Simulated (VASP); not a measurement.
A run of VASP 6.6.1 is set up as follows.

Contents of POSCAR:

```
NaCaGaS3O12
1.0
    4.4343937305      2.5601984140      7.6200363767
   -4.4343937305      2.5601984140      7.6200363767
    0.0000000000     -5.1203968280      7.6200363767
Na Ca Ga S O
2 2 2 6 24
Direct
    0.4981004100      0.4981004100      0.4981004100
    0.9981004100      0.9981004100      0.9981004100
    0.6456531800      0.6456531800      0.6456531800
    0.1456531800      0.1456531800      0.1456531800
    0.3490680700      0.3490680700      0.3490680700
    0.8490680700      0.8490680700      0.8490680700
    0.7281616800      0.0566000500      0.4648210000
    0.4648210000      0.7281616800      0.0566000500
    0.0566000500      0.4648210000      0.7281616800
    0.5566000500      0.2281616800      0.9648210000
    0.9648210000      0.5566000500      0.2281616800
    0.2281616800      0.9648210000      0.5566000500
    0.6988492900      0.9030171400      0.4917493600
    0.4917493600      0.6988492900      0.9030171400
    0.9030171400      0.4917493600      0.6988492900
    0.4030171400      0.1988492900      0.9917493600
    0.9917493600      0.4030171400      0.1988492900
    0.1988492900      0.9917493600      0.4030171400
    0.2615208200      0.1259363400      0.5255444800
    0.5255444800      0.2615208200      0.1259363400
    0.1259363400      0.5255444800      0.2615208200
    0.6259363400      0.7615208200      0.0255444800
    0.0255444800      0.6259363400      0.7615208200
    0.7615208200      0.0255444800      0.6259363400
    0.3815863900      0.7916832600      0.5912135300
    0.5912135300      0.3815863900      0.7916832600
    0.7916832600      0.5912135300      0.3815863900
    0.2916832600      0.8815863900      0.0912135300
    0.0912135300      0.2916832600      0.8815863900
    0.8815863900      0.0912135300      0.2916832600
    0.5580812300      0.2272746600      0.4511391100
    0.4511391100      0.5580812300      0.2272746600
    0.2272746600      0.4511391100      0.5580812300
    0.7272746600      0.0580812300      0.9511391100
    0.9511391100      0.7272746600      0.0580812300
    0.0580812300      0.9511391100      0.7272746600
```

Contents of INCAR.step1:

```
SYSTEM = NaCaGaS3O12
PREC = Accurate
ENCUT = 520
ISMEAR = -1
SIGMA = 0.02
LREAL = Auto
LASPH = .True.
NELM = 100
NBANDS = 144
GGA = PE
ALGO = Normal
EDIFF = 1E-4
LWAVE = .True.
LCHARG = .False.
```

File INCAR.step2:

```
SYSTEM = NaCaGaS3O12
PREC = Accurate
ENCUT = 520
EDIFF = 1E-8
ISMEAR = -1
SIGMA = 0.02
LREAL = Auto
LASPH = .True.
NELM = 100
ALGO = Normal
ISIF = 2
LWAVE = .False.
LCHARG = .False.
METAGGA = R2SCAN
LMIXTAU = .True.
LEFG = .True.
NBANDS = 144
ISTART = 1
```

KPOINTS

```
Automatic mesh
0
Gamma
  3 3 3
  0 0 0
```

Potentials or basis: VASP PAW PBE potentials, release 64 (Na_pv, Ca_sv, Ga_d, S, O).

Run with:

```console
$ cat potpaw_PBE.64/Na_pv/POTCAR potpaw_PBE.64/Ca_sv/POTCAR potpaw_PBE.64/Ga_d/POTCAR potpaw_PBE.64/S/POTCAR potpaw_PBE.64/O/POTCAR > POTCAR
$ cp INCAR.step1 INCAR
$ mpirun -np 1 vasp_std > vasp.out
$ cp INCAR.step2 INCAR
$ mpirun -np 1 vasp_std > vasp.out
```

Q: Estimate the band gap on the k mesh.

A: 3.03 eV, direct.

Q: What does it give for the pressure?

A: -4.5 GPa.

Electric field gradients, principal values (V/Å²):
```csv
atom,least,middle,greatest (by size)
1 Na,3.653,3.653,-7.306
2 Na,3.653,3.653,-7.306
3 Ca,-5.855,-5.855,11.709
4 Ca,-5.855,-5.855,11.709
5 Ga,2.322,2.322,-4.644
6 Ga,2.322,2.322,-4.644
7 S,7.461,24.516,-31.977
8 S,7.461,24.516,-31.977
9 S,7.461,24.516,-31.977
10 S,7.461,24.516,-31.977
11 S,7.461,24.516,-31.977
12 S,7.461,24.516,-31.977
13 O,-56.340,-70.718,127.058
14 O,-56.340,-70.718,127.058
15 O,-56.340,-70.718,127.058
16 O,-56.340,-70.718,127.058
17 O,-56.340,-70.718,127.058
18 O,-56.340,-70.718,127.058
19 O,-69.667,-101.212,170.878
20 O,-69.667,-101.212,170.878
21 O,-69.667,-101.212,170.878
22 O,-69.667,-101.212,170.878
23 O,-69.667,-101.212,170.878
24 O,-69.667,-101.212,170.878
25 O,-64.241,-75.857,140.098
26 O,-64.241,-75.857,140.098
27 O,-64.241,-75.857,140.098
28 O,-64.241,-75.857,140.098
29 O,-64.241,-75.857,140.098
30 O,-64.241,-75.857,140.098
31 O,-48.526,-110.067,158.593
32 O,-48.526,-110.067,158.593
33 O,-48.526,-110.067,158.593
34 O,-48.526,-110.067,158.593
35 O,-48.526,-110.067,158.593
36 O,-48.526,-110.067,158.593
```

Caveat: without QUAD_EFG the Cq values of the log hold for a quadrupole moment of 1 mb, not for the nuclei; the PAW data sets were made with another functional, which shifts forces and pressure a little. r2SCAN opens gaps a little over a GGA but as a rule still falls short of measured ones.
